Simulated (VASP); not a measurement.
# Al2GaP2 (I4/mmm) in VASP: notebook

The runs below take Al2GaP2 through single point, relaxation of cell and atoms, with PBE.

Program: VASP 6.6.1. These are calculated values, not measurements. Logs are shortened: lines on timing, memory, paths and dates and some standing lists are left out, and cuts for length are marked.

### Step 1. The cell of the first run

The structure is tetragonal, space group I4/mmm (No. 139). Conventional cell: a = 4.217 Å, b = 4.217 Å, c = 9.837 Å, α = 90.00°, β = 90.00°, γ = 90.00°. Within 3.3 Å of Al (site symmetry 4mm) lie 4 P at 2.44 Å and 1 Al at 2.46 Å and 4 Ga at 3.23 Å. Within 4.3 Å of Ga (site symmetry 4/mmm) lie 10 Al at 3.23 to 3.69 Å and 8 P at 3.24 Å and 4 Ga at 4.22 Å. Within 3.3 Å of P (site symmetry -4m2) lie 4 Al at 2.44 Å and 4 P at 2.98 Å and 4 Ga at 3.24 Å.

The cell was generated, and may not be a known phase.

### Step 2. Single point, PBE

File INCAR:

```
ALGO = Normal ; EDIFF = 1E-6
ENCUT = 520 ; GGA = PE
ISIF = 2 ; ISMEAR = 0
LASPH = True ; LCHARG = False
LREAL = False ; LWAVE = False
NBANDS = 22 ; NELM = 100
PREC = Accurate ; SIGMA = 0.1
```

File KPOINTS:

```
k-points
0
Gamma
  6 6 6
```

File POSCAR:

```
Al2GaP2
1.0
   -2.1083063700      2.1083063700      4.9185807300
    2.1083063700     -2.1083063700      4.9185807300
    2.1083063700      2.1083063700     -4.9185807300
Al Ga P
2 1 2
Direct
    0.3750000000      0.3750000000      0.0000000000
    0.6250000000      0.6250000000      0.0000000000
    0.0000000000      0.0000000000      0.0000000000
    0.7500000000      0.2500000000      0.5000000000
    0.2500000000      0.7500000000      0.5000000000
```

Potentials or basis: VASP PAW PBE potentials, release 64 (Al, Ga_d, P).

The run is started by

```bash
cat potpaw_PBE.64/Al/POTCAR potpaw_PBE.64/Ga_d/POTCAR potpaw_PBE.64/P/POTCAR > POTCAR
mpirun -np 1 vasp_std > vasp.out
```

OUTCAR:

```text
EDIFF = 1E-6
   ENCUT = 520
   GGA = PE
   ISIF = 2
   ISMEAR = 0
   LASPH = True
   LREAL = False
   NELM = 100
   PREC = Accurate

 ion  position               nearest neighbor table
   1  0.375  0.375  0.000-   4 2.44   5 2.44   5 2.44   4 2.44   2 2.46
   2  0.625  0.625  0.000-   5 2.44   4 2.44   4 2.44   5 2.44   1 2.46
   3  0.000  0.000  0.000-
   4  0.750  0.250  0.500-   1 2.44   2 2.44   1 2.44   2 2.44
   5  0.250  0.750  0.500-   1 2.44   2 2.44   1 2.44   2 2.44

  LATTYP: Found a body centered tetragonal cell.
 ALAT       =     4.2166127400
 C/A-ratio  =     2.3329535024

  Lattice vectors:

 A1 = (  -2.1083063700,   2.1083063700,   4.9185807300)
 A2 = (   2.1083063700,  -2.1083063700,   4.9185807300)
 A3 = (   2.1083063700,   2.1083063700,  -4.9185807300)

Analysis of symmetry for initial positions (statically):
=====================================================================
 Subroutine PRICEL returns:
 Original cell was already a primitive cell.

 Routine SETGRP: Setting up the symmetry group for a
 body centered tetragonal supercell.

 Subroutine GETGRP returns: Found 16 space group operations
 (whereof 16 operations were pure point group operations)
 out of a pool of 16 trial point group operations.

The static configuration has the point symmetry D_4h.

Analysis of symmetry for dynamics (positions and initial velocities):
=====================================================================
 Subroutine PRICEL returns:
 Original cell was already a primitive cell.

 Routine SETGRP: Setting up the symmetry group for a
 body centered tetragonal supercell.

 Subroutine GETGRP returns: Found 16 space group operations
 (whereof 16 operations were pure point group operations)
 out of a pool of 16 trial point group operations.

The dynamic configuration has the point symmetry D_4h.

 Subroutine INISYM returns: Found 16 space group operations
 (whereof 16 operations are pure point group operations),
 and found     1 'primitive' translations

----------------------------------------------------------------------------------------

                                     Primitive cell

  volume of cell :      87.4515

  direct lattice vectors                    reciprocal lattice vectors
    -2.108306370  2.108306370  4.918580730     0.000000000  0.237157183  0.101655341
     2.108306370 -2.108306370  4.918580730     0.237157183  0.000000000  0.101655341
     2.108306370  2.108306370 -4.918580730     0.237157183  0.237157183  0.000000000

  length of vectors
     5.751725645  5.751725645  5.751725645     0.258025847  0.258025847  0.335390905

  position of ions in fractional coordinates (direct lattice)
     0.375000000  0.375000000  0.000000000
     0.625000000  0.625000000  0.000000000
     0.000000000  0.000000000  0.000000000
     0.750000000  0.250000000  0.500000000
     0.250000000  0.750000000  0.500000000

  ion indices of the primitive-cell ions
   primitive index   ion index
                 1           1
                 2           2
                 3           3
                 4           4
                 5           5

----------------------------------------------------------------------------------------

 KPOINTS: k-points

Automatic generation of k-mesh.
 Grid dimensions read from file:
 generate k-points for:    6    6    6

 Generating k-lattice:

  Cartesian coordinates                     Fractional coordinates (reciprocal lattice)
     0.000000000  0.039526197  0.016942557     0.166666667 -0.000000000  0.000000000
     0.039526197  0.000000000  0.016942557    -0.000000000  0.166666667  0.000000000
     0.039526197  0.039526197  0.000000000     0.000000000  0.000000000  0.166666667

  Length of vectors
     0.043004308  0.043004308  0.055898484

  Shift w.r.t. Gamma in fractional coordinates (k-lattice)
     0.000000000  0.000000000  0.000000000

 Subroutine IBZKPT returns following result:
 ===========================================

 Found     30 irreducible k-points:

 Following reciprocal coordinates:
            Coordinates               Weight
  0.000000  0.000000  0.000000      1.000000
  0.166667 -0.000000  0.000000      8.000000
  0.333333 -0.000000  0.000000      8.000000
  0.500000 -0.000000  0.000000      4.000000
  0.166667  0.166667  0.000000      8.000000
  0.333333  0.166667  0.000000     16.000000
[... 16 lines left out ...]
 -0.333333 -0.333333  0.166667      8.000000
 -0.166667 -0.333333  0.166667      8.000000
 [... further k-points ...]
   k-points           NKPTS =     30   k-points in BZ     NKDIM =     30   number of bands    NBANDS=     22
   number of dos      NEDOS =    301   number of ions     NIONS =      5
   total plane-waves  NPLWV = 110592
   dimension x,y,z NGX =    48 NGY =   48 NGZ =   48
   dimension x,y,z NGXF=    96 NGYF=   96 NGZF=   96
   ions per type =               2   1   2
   NGX,Y,Z   is equivalent  to a cutoff of  13.87, 13.87, 13.87 a.u.
   NGXF,Y,Z  is equivalent  to a cutoff of  27.75, 27.75, 27.75 a.u.
 SYSTEM =  unknown system
   PREC   = accura    normal or accurate (medium, high low for compatibility)
   ISTART =      0    job   : 0-new  1-cont  2-samecut
   ICHARG =      2    charge: 1-file 2-atom 10-const
   ISPIN  =      1    spin polarized calculation?
   LNONCOLLINEAR =      F non collinear calculations
   LSORBIT =      F    spin-orbit coupling
   LASPH  =      T    aspherical Exc in radial PAW
   ENCUT  =  520.0 eV  38.22 Ry    6.18 a.u.  10.69 10.69 10.69*2*pi/ulx,y,z
   NELM   =    100;   NELMIN=  2; NELMDL= -5     # of ELM steps
   EDIFF  = 0.1E-05   stopping-criterion for ELM
   LREAL  =      F    real-space projection
   EDIFFG = 0.1E-04   stopping-criterion for IOM
   NSW    =      0    number of steps for IOM
[... 5 lines left out ...]
   TEBEG  =    0.0;   TEEND  =   0.0 temperature during run
   PSTRESS=    0.0 pullay stress
   NELECT =      29.0000    total number of electrons
   NUPDOWN=      -1.0000    fix difference up-down
   EMIN   =  10.00;   EMAX   =-10.00  energy-range for DOS
   EFERMI =   0.00;   METHOD = LEGACY
   ISMEAR =     0;   SIGMA  =   0.10  broadening in eV -4-tet -1-fermi 0-gaus
   EFERMI_NEDOS =   21; number of points for ismear=-14 and -15
   IALGO  =     38    algorithm
   IMIX   =      4    mixing-type and parameters
     AMIX     =   0.40;   BMIX     =  1.00
     AMIX_MAG =   1.60;   BMIX_MAG =  1.00
  volume/ion in A,a.u.               =      17.49       118.03
  Fermi-wavevector in a.u.,A,eV,Ry     =   1.133144  2.141332 17.470088  1.284015
  Thomas-Fermi vector in A             =   2.269846
   LORBIT       =      0    0 simple, 1 ext, 2 COOP (PROOUT), +10 PAW based schemes
   GGA     = PE    functional components
   LHFCALC =     F    Hartree Fock is set to
   AEXX    =    0.0000 exact exchange contribution
   IVDW    =     0    specifies the selected vdW correction
   LEPSILON=     F    determine dielectric tensor
   LRPA    =     F    only Hartree local field effects (RPA)
 non-spin polarized calculation
 Gauss-broadening in eV      SIGMA  =   0.10
  energy-cutoff  :      520.00
  volume of cell :       87.45
 maximum number of plane-waves:      2376
 NGX is ok and might be reduce to    48
   NGX = 21   NGY = 21   NGZ = 21

 number of electron      29.0000003 magnetization

 Free energy of the ion-electron system (eV)
  ---------------------------------------------------
  ext. energy  EPLUGINS =         0.00000000
  ---------------------------------------------------
  free energy    TOTEN  =       -20.63340692 eV

  energy without entropy =      -20.62454893  energy(sigma->0) =      -20.62897793

 E-fermi :   7.2220     XC(G=0): -10.3571

 val. band max:        7.2113018331   @ k =   0.1667  -0.0000   0.0000
 cond. band min:       7.2863188440   @ k =   0.5000   0.5000   0.1667
 fundamental gap:      0.0750170109
 Fermi energy:         7.2219554007

 k-point     1 :       0.0000    0.0000    0.0000
  band No.  band energies     occupation
      1      -8.0262      2.00000
      2      -8.0141      2.00000
      3      -8.0141      2.00000
      4      -8.0061      2.00000
      5      -8.0023      2.00000
      6      -6.5227      2.00000
[... 14 lines left out ...]
     21      14.0102      0.00000
     22      15.3816      0.00000

 k-point     2 :       0.1667   -0.0000    0.0000
  band No.  band energies     occupation
      1      -8.0240      2.00000
      2      -8.0168      2.00000
      3      -8.0136      2.00000
      4      -8.0037      2.00000
      5      -8.0035      2.00000
      6      -6.2974      2.00000
[... 14 lines left out ...]
     21      13.0124      0.00000
     22      13.4420      0.00000

 k-point     3 :       0.3333   -0.0000    0.0000
  band No.  band energies     occupation
      1      -8.0253      2.00000
      2      -8.0179      2.00000
      3      -8.0127      2.00000
      4      -8.0067      2.00000
      5      -7.9982      2.00000
      6      -5.6316      2.00000
[... 14 lines left out ...]
     21      11.9692      0.00000
     22      13.4730      0.00000

 k-point     4 :       0.5000   -0.0000    0.0000
  band No.  band energies     occupation
      1      -8.0286      2.00000
      2      -8.0165      2.00000
      3      -8.0123      2.00000
      4      -8.0081      2.00000
      5      -7.9952      2.00000
      6      -4.5904      2.00000
[... 14 lines left out ...]
     21      12.3782      0.00000
     22      13.6301      0.00000

 k-point     5 :       0.1667    0.1667    0.0000
  band No.  band energies     occupation
      1      -8.0222      2.00000
      2      -8.0166      2.00000
      3      -8.0153      2.00000
      4      -8.0055      2.00000
      5      -8.0011      2.00000
      6      -6.0421      2.00000
[... 417 lines left out ...]
 k-point    22 :      -0.1667    0.5000    0.1667
  band No.  band energies     occupation
      1      -8.0256      2.00000
      2      -8.0169      2.00000
      3      -8.0123      2.00000
      4      -8.0066      2.00000
      5      -7.9985      2.00000
      6      -5.4824      2.00000
[... 14 lines left out ...]
     21      11.7824      0.00000
     22      12.4538      0.00000

 k-point    23 :      -0.3333   -0.3333    0.1667
  band No.  band energies     occupation
      1      -8.0209      2.00000
      2      -8.0158      2.00000
      3      -8.0148      2.00000
      4      -8.0054      2.00000
      5      -8.0019      2.00000
      6      -5.8905      2.00000
[... 14 lines left out ...]
     21      11.9314      0.00000
     22      11.9415      0.00000

 k-point    24 :      -0.1667   -0.3333    0.1667
  band No.  band energies     occupation
      1      -8.0224      2.00000
      2      -8.0159      2.00000
      3      -8.0129      2.00000
      4      -8.0041      2.00000
      5      -8.0037      2.00000
      6      -6.1740      2.00000
[... 14 lines left out ...]
     21      12.5280      0.00000
     22      12.8963      0.00000

 [... further k-points ...]

------------------------ aborting loop because EDIFF is reached ----------------------------------------

  FORCE on cell =-STRESS in cart. coord.  units (eV):
  Direction    XX          YY          ZZ          XY          YZ          ZX
  --------------------------------------------------------------------------------------
  -------------------------------------------------------------------------------------
  Total        4.5357218      4.5357218      3.4215316      0.0000000     -0.0000000     -0.0000000
  in kB       83.0978436     83.0978436     62.6850386      0.0000000     -0.0000000     -0.0000000
  external PRESSURE =      76.2935752 kB  Pullay stress =       0.0000000 kB

 VOLUME and BASIS-vectors are now :
 -----------------------------------------------------------------------------
  energy-cutoff  :      520.00
  volume of cell :       87.45
      direct lattice vectors                 reciprocal lattice vectors
    -2.108306370  2.108306370  4.918580730     0.000000000  0.237157183  0.101655341
     2.108306370 -2.108306370  4.918580730     0.237157183  0.000000000  0.101655341
     2.108306370  2.108306370 -4.918580730     0.237157183  0.237157183  0.000000000

 POSITION                                       TOTAL-FORCE (eV/Angst)
 -----------------------------------------------------------------------------------
      0.00000      0.00000      3.68894        -0.000000     -0.000000     -0.527416
      0.00000      0.00000      6.14823         0.000000      0.000000      0.527416
      0.00000      0.00000      0.00000         0.000000      0.000000      0.000000
      0.00000      2.10831      2.45929         0.000000      0.000000      0.000000
      2.10831      0.00000      2.45929         0.000000      0.000000      0.000000
 -----------------------------------------------------------------------------------
    total drift:                                0.000000     -0.000000     -0.000000

  FREE ENERGIE OF THE ION-ELECTRON SYSTEM (eV)
  ---------------------------------------------------
  free  energy   TOTEN  =       -20.6334069208 eV

  energy  without entropy=      -20.6245489320  energy(sigma->0) =      -20.62897793
```

Run time: 2 min. Hardware: 1 thread of Intel Xeon 8259CL, shared host; peak memory 0.35 GiB.

What came out:

```yaml
Free_energy: -20.6334 eV
Pressure: 7.6 GPa
Largest_force: 0.527 eV/Å
Band_gap_on_the_k_mesh: zero (an odd number of electrons rules out a gap without spin polarisation)
```

Forces on the atoms (eV/Å):
```
Al   0.000  0.000 -0.527
Al   0.000  0.000  0.527
Ga   0.000  0.000  0.000
P    0.000  0.000  0.000
P    0.000  0.000  0.000
```

Stress tensor (GPa, compression positive):
```
8.31 0.00 0.00
0.00 8.31 0.00
0.00 0.00 6.27
```

Levels at points of the mesh, in eV from the Fermi level:
| k point | band 12 | band 13 | band 14 | band 15 | band 16 | band 17 | band 18 | band 19 |
| --- | --- | --- | --- | --- | --- | --- | --- | --- |
| (0.00, 0.00, 0.00) | -1.70 | -1.69 | -1.31 | -1.06 | -1.06 | 0.64 | 0.64 | 4.32 |
| (0.50, 0.00, 0.00) | -3.49 | -3.24 | -1.79 | -1.36 | 1.74 | 2.22 | 2.49 | 2.70 |
| (0.50, 0.50, 0.00) | -3.22 | -2.78 | -1.26 | -0.40 | 2.14 | 2.20 | 2.72 | 5.37 |
| (0.50, 0.50, 0.50) | -0.98 | -0.66 | 0.17 | 0.17 | 1.64 | 1.64 | 1.73 | 1.88 |

Caveat: the cell stands under pressure.

[end of part 1 of 2]

The gap in the log of VASP goes by the Fermi energy; the results here count the filled bands.